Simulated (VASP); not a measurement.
Runs of VASP 6.6.1 on Si7C. The structure is that of space group P-43m (No. 215), or close to it. The cells are those of the table. 

| task | cell | cutoff (eV) | smearing | gap on the mesh (eV) | pressure (GPa) | relaxed volume (Å³/atom) | largest force (eV/Å) |
| --- | --- | --- | --- | --- | --- | --- | --- |
| relaxation of cell and atoms | relaxed from a = 5.195 Å, 8 atoms | 600 | fermi-dirac 0.15 eV | none | 0.0 | (a) | - |
| relaxation of cell and atoms | relaxed from a = 5.196 Å, 8 atoms | 600 | gaussian 0.1 eV | none | 0.0 | 17.52 | - |
| single point | a = 5.195 Å, 8 atoms | 520 | fermi-dirac 0.15 eV | none | -0.1 | - | 0.01 |
| electric field gradients | a = 5.195 Å, 8 atoms | 520 | fermi-dirac 0.15 eV | none | -0.1 | - | 0.01 |
| single point | a = 5.195 Å, 8 atoms | 520 | gaussian 0.1 eV | none | -0.1 | - | 0.01 |

Alike in all rows: level PBE; potentials or basis VASP PAW PBE potentials, release 64 (Si, C); no spin polarisation; k mesh 8 × 8 × 8.

Q: Estimate the missing entries.

A: (a) 17.51.

Caveats: semilocal functionals underestimate gaps, so a narrow gap can read as zero.

A gap of «none» marks levels without a gap at the run's occupations.
